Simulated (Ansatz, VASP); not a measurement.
## Te: VASP beside Ansatz

Contents of INCAR:

```
SYSTEM = Te
PREC = Accurate
ENCUT = 520
EDIFF = 1E-8
ISMEAR = 0
SIGMA = 0.01
LREAL = .False.
LASPH = .True.
NELM = 80
ALGO = Normal
ISIF = 2
LWAVE = .False.
LCHARG = .False.
GGA = PE
LEFG = .True.
NBANDS = 16
```

Contents of KPOINTS:

```
Automatic mesh
0
Gamma
  12 12 6
  0 0 0
```

POSCAR

```
Te
1.0
    4.5186667924      0.0000000000      0.0000000000
   -2.2593333962      3.9132802334      0.0000000000
    0.0000000000      0.0000000000      5.9561016617
Te
3
Direct
    0.2682940027      0.0000000000      0.3333333333
    0.0000000000      0.2682940027      0.6666666667
    0.7317059973      0.7317059973      0.0000000000
```

Input for Ansatz:

```yaml
crystal:
  lattice:
    - [4.5186667924, 0.0, 0.0]
    - [-2.2593333962, 3.9132802334, 0.0]
    - [0.0, 0.0, 5.9561016617]
  atoms:
    - { symbol: Te, position: [0.2682940027, 0.0, 0.3333333333] }
    - { symbol: Te, position: [0.0, 0.2682940027, 0.6666666667] }
    - { symbol: Te, position: [0.7317059973, 0.7317059973, 0.0] }
basis:
  ecutwfc: 420
kpoints:
  mp_grid: { grid: [12, 12, 6] }
hamiltonian:
  xc: pbe
scf:
  occupations: { method: gaussian, width: 0.01 }
output:
  forces: true
  stress: true
  eigenvalues: true
  efg: {}
checkpoint:
  read: start.run
  write: ck
  compress: false
  write_wavefunctions: false
  write_every: 100000
```

Alike in both runs: task electric field gradients; functional PBE; k mesh 12 × 12 × 6; occupations gaussian, width 0.01 eV; no spin polarisation.

```csv
,VASP,Ansatz
version,VASP 6.6.1,Ansatz 0.2.0
potentials or method,"VASP PAW PBE potentials, release 64 (Te), cutoff 520 eV","scalar-relativistic, plane waves, PAW"
valence electrons in the cell,18,48
```

```csv
,VASP,Ansatz,Ansatz less VASP
gap on the k mesh at the Fermi level (eV),0.21,0.23,+0.019
least direct gap on the mesh (eV),0.21,0.23,+0.019
pressure (GPa),0.0,0.0,0.00
rms of the force components (eV/Å),0.005,0.000,-0.0040
size of Vzz on the site where it differs most (V/Å²),542.2,567.1,+24.94
```

Atom by atom the forces differ by 0.005 eV/Å (rms over components). VASP's potentials hold 18 valence electrons a cell and Ansatz's 48, so a difference there can come from the potentials and not from the codes.

Neither program's run includes spin-orbit coupling.
